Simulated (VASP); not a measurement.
# SiO2 (Fddd) in VASP: a series of runs, part 2 of 2

VASP 6.6.1.

## (4) Single point, r2SCAN

This run uses another cell than the first one, of 11.30 Å³/atom.

File POSCAR:

```
SiO2
1.0
    0.0000000000      4.3503658186      7.2619795132
    2.1469154928      0.0000000000      7.2619795132
    2.1469154928      4.3503658186      0.0000000000
Si O
4 8
Direct
    0.5602521606      0.5602521606      0.9397478394
    0.3102521606      0.3102521606      0.6897478394
    0.6897478394      0.6897478394      0.3102521606
    0.9397478394      0.9397478394      0.5602521606
    0.6250000000      0.1250000000      0.6250000000
    0.6250000000      0.6250000000      0.1250000000
    0.6250000000      0.6250000000      0.6250000000
    0.1250000000      0.6250000000      0.6250000000
    0.1624043142      0.8375956858      0.1624043142
    0.8375956858      0.1624043142      0.8375956858
    0.4124043142      0.0875956858      0.4124043142
    0.0875956858      0.4124043142      0.0875956858
```

File INCAR.step1:

```
  PREC = Accurate
  ENCUT = 520
  ISMEAR = 0
  SIGMA = 0.02
  LREAL = False
  LASPH = True
  NELM = 100
  NBANDS = 44
  GGA = PE
  ALGO = Normal
  EDIFF = 1E-4
  LWAVE = True
  LCHARG = False
```

File INCAR.step2:

```
  PREC = Accurate
  ENCUT = 520
  EDIFF = 1E-7
  ISMEAR = 0
  SIGMA = 0.02
  LREAL = False
  LASPH = True
  NELM = 100
  ALGO = Normal
  ISIF = 2
  LWAVE = False
  LCHARG = False
  METAGGA = R2SCAN
  LMIXTAU = True
  NBANDS = 44
  ISTART = 1
```

File KPOINTS:

```
Automatic mesh
0
Gamma
  6 6 6
```

Potentials or basis: VASP PAW PBE potentials, release 64 (Si, O).

Command:

```console
cat potpaw_PBE.64/Si/POTCAR potpaw_PBE.64/O/POTCAR > POTCAR
cp INCAR.step1 INCAR
mpirun -np 1 vasp_std > vasp.out
cp INCAR.step2 INCAR
mpirun -np 1 vasp_std > vasp.out
```

OUTCAR:

```text
PREC = Accurate
   ENCUT = 520
   EDIFF = 1E-7
   ISMEAR = 0
   LREAL = False
   LASPH = True
   NELM = 100
   ISIF = 2
   METAGGA = R2SCAN
   ISTART = 1

 ion  position               nearest neighbor table
   1  0.560  0.560  0.940-   6 1.53   7 1.53   9 1.58  10 1.58   4 2.77   4 2.77   3 3.07   3 3.07

   2  0.310  0.310  0.690-   5 1.53   8 1.53  11 1.58  12 1.58   3 2.77   3 2.77   4 3.07   4 3.07

   3  0.690  0.690  0.310-   6 1.53   7 1.53  11 1.58  12 1.58   2 2.77   2 2.77   1 3.07   1 3.07

   4  0.940  0.940  0.560-   5 1.53   8 1.53   9 1.58  10 1.58   1 2.77   1 2.77   2 3.07   2 3.07
[... 1363 lines left out ...]

 VOLUME and BASIS-vectors are now :
 -----------------------------------------------------------------------------
  energy-cutoff  :      520.00
  volume of cell :      135.65
      direct lattice vectors                 reciprocal lattice vectors
     0.000000000  4.350365819  7.261979513    -0.232892259  0.114932863  0.068851750
     2.146915493  0.000000000  7.261979513     0.232892259 -0.114932863  0.068851750
     2.146915493  4.350365819  0.000000000     0.232892259  0.114932863 -0.068851750

 POSITION                                       TOTAL-FORCE (eV/Angst)
 -----------------------------------------------------------------------------------
      3.22037      6.52555      8.13708         0.000000     -0.000000      0.097640
      2.14692      4.35037      4.50609        -0.000000      0.000000      0.097640
      2.14692      4.35037     10.01787        -0.000000      0.000000     -0.097640
      3.22037      6.52555     13.64886         0.000000     -0.000000     -0.097640
      1.61019      5.43796      5.44648        -0.000000     -0.000000      0.000000
      1.61019      3.26277      9.07747         0.000000     -0.000000      0.000000
      2.68364      5.43796      9.07747         0.000000     -0.000000      0.000000
      2.68364      3.26277      5.44648         0.000000     -0.000000      0.000000
      2.14692      1.41304      7.26198         0.000000     -0.012795      0.000000
      2.14692      7.28770      7.26198         0.000000      0.012795      0.000000
      1.07346      3.58822      3.63099        -0.000000     -0.012795      0.000000
      1.07346      0.76215      3.63099        -0.000000      0.012795      0.000000
 -----------------------------------------------------------------------------------
    total drift:                               -0.000000      0.000000      0.000000

  FREE ENERGIE OF THE ION-ELECTRON SYSTEM (eV)
  ---------------------------------------------------
  free  energy   TOTEN  =      -116.6002999330 eV

  energy  without entropy=     -116.6002999330  energy(sigma->0) =     -116.60029993
```

OSZICAR.step1:

```text
N       E                     dE             d eps       ncg     rms          rms(c)
DAV:   1     0.378505059138E+03    0.37851E+03   -0.34814E+04  4080   0.137E+03
DAV:   2    -0.823160131717E+02   -0.46082E+03   -0.44762E+03  5060   0.321E+02
DAV:   3    -0.105665326108E+03   -0.23349E+02   -0.23250E+02  5064   0.755E+01
DAV:   4    -0.105916405988E+03   -0.25108E+00   -0.25078E+00  4840   0.874E+00
DAV:   5    -0.105920010881E+03   -0.36049E-02   -0.36028E-02  4920   0.102E+00    0.338E+01
DAV:   6    -0.918503191808E+02    0.14070E+02   -0.47231E+01  4488   0.335E+01    0.168E+01
DAV:   7    -0.916999414757E+02    0.15038E+00   -0.19213E+00  4840   0.629E+00    0.565E+00
DAV:   8    -0.916619856565E+02    0.37956E-01   -0.12547E-01  4856   0.209E+00    0.223E+00
DAV:   9    -0.916709068005E+02   -0.89211E-02   -0.53123E-02  4512   0.130E+00    0.358E-01
DAV:  10    -0.916722587497E+02   -0.13519E-02   -0.20601E-03  4796   0.280E-01    0.180E-01
DAV:  11    -0.916730808697E+02   -0.82212E-03   -0.67116E-04  4528   0.148E-01    0.593E-02
DAV:  12    -0.916731631076E+02   -0.82238E-04   -0.72383E-05  3336   0.734E-02
   1 F= -.91673163E+02 E0= -.91673163E+02  d E =-.267922E-18
```

Wall time 22 min (1 thread of Intel Xeon Platinum 8375C at 2.90GHz (Ice Lake), shared host); peak memory 0.49 GiB.

What came out:

| Property | Result |
| --- | --- |
| Free energy | -116.6003 eV |
| Pressure | 30.3 GPa |
| Largest force | 0.098 eV/Å |
| Band gap on the k mesh | 6.46 eV |

Forces on the atoms (eV/Å):
```
Si   0.000  0.000  0.098
Si   0.000  0.000  0.098
Si   0.000  0.000 -0.098
Si   0.000  0.000 -0.098
O    0.000  0.000  0.000
O    0.000  0.000  0.000
O    0.000  0.000  0.000
O    0.000  0.000  0.000
O    0.000 -0.013  0.000
O    0.000  0.013  0.000
O    0.000 -0.013  0.000
O    0.000  0.013  0.000
```

Levels at points of the mesh, in eV from the valence-band top:
| k point | band 28 | band 29 | band 30 | band 31 | band 32 | band 33 | band 34 | band 35 | band 36 | band 37 |
| --- | --- | --- | --- | --- | --- | --- | --- | --- | --- | --- |
| (0.00, 0.00, 0.00) | -1.43 | -0.92 | -0.66 | -0.15 | 0.00 | 6.46 | 8.95 | 9.21 | 9.30 | 9.91 |
| (0.50, 0.00, 0.00) | -0.99 | -0.98 | -0.90 | -0.60 | -0.20 | 9.12 | 9.86 | 10.29 | 10.99 | 11.36 |
| (0.50, 0.50, 0.00) | -1.21 | -1.12 | -1.12 | -0.08 | -0.08 | 7.69 | 7.69 | 9.76 | 9.76 | 10.10 |
| (0.50, 0.00, 0.50) | -1.61 | -1.53 | -1.53 | -0.71 | -0.71 | 8.37 | 8.37 | 10.22 | 10.22 | 10.86 |
| (0.00, 0.50, 0.50) | -1.75 | -1.38 | -1.38 | -0.58 | -0.58 | 9.20 | 9.20 | 9.23 | 9.23 | 11.17 |

Caveat: the cell stands under pressure; the PAW data sets were made with another functional, which shifts forces and pressure a little. A k mesh can miss the band edges.
